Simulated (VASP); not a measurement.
Set up this calculation in VASP 6.6.1, as the native input.

* Task: single point
* Functional: PBE
* Potentials or basis: VASP PAW PBE potentials, release 64 (Al, N)
* Cutoff: 520 eV
* k mesh: 8 × 6 × 4
* Occupations: gaussian, width 0.05 eV
* Spin: no spin polarisation
* Dipole correction: no
* Further INCAR settings: ALGO = Normal; EDIFF = 1e-07; NBANDS = 26

The structure of AlN lies in POSCAR:

```
AlN
1.0
   -1.6567491617      2.8695737234      0.0000000000
    0.0000000000      0.0000000000      4.1874629526
    4.9702474850      2.8695737234      0.0000000000
Al N
4 4
Direct
    0.2973151217      0.7500000000      0.1498067412
    0.0000000000      0.7500000000      0.6666666667
    0.0000000000      0.2500000000      0.3333333333
    0.5000000000      0.2500000000      0.8333333333
    0.5000000000      0.2500000000      0.1666666667
    0.0000000000      0.2500000000      0.6666666667
    0.0000000000      0.7500000000      0.3333333333
    0.5000000000      0.7500000000      0.8333333333
```

This cell differs from its parent crystal: atom 1 (Al) moved by +0.252 Å along [1 0 0] and -0.630 Å along [1 2 0].

One way to write it, as run:

INCAR

```
SYSTEM = AlN
  ALGO = Normal
  EDIFF = 1E-7
  ENCUT = 520
  GGA = PE
  ISIF = 2
  ISMEAR = 0
  LASPH = .True.
  LCHARG = .False.
  LREAL = .False.
  LWAVE = .False.
  NBANDS = 26
  NELM = 60
  PREC = Accurate
  SIGMA = 0.05
```

KPOINTS

```
k-points
0
Gamma
  8 6 4
  0 0 0
```

Potentials or basis: VASP PAW PBE potentials, release 64 (Al, N).

The run is started by

```bash
$ cat potpaw_PBE.64/Al/POTCAR potpaw_PBE.64/N/POTCAR > POTCAR
$ mpirun -np 1 vasp_std > vasp.out
```

It gave:

```
Pressure               : 16.7 GPa
Largest force          : 20.043 eV/Å
Band gap on the k mesh : 2.54 eV
```

Caveat: the cell differs from its parent crystal (atom 1 (Al) moved by +0.252 Å along [1 0 0] and -0.630 Å along [1 2 0]); the stress differs along the axes, from -0 to 49 GPa; forces of over 1 eV/Å act on the atoms, so gaps and moduli don't describe the material at rest.

Run time: 110 s on 1 thread of AMD EPYC 9R45 96-Core Processor (Zen 5), with other jobs on the host, peak memory 0.22 GiB.
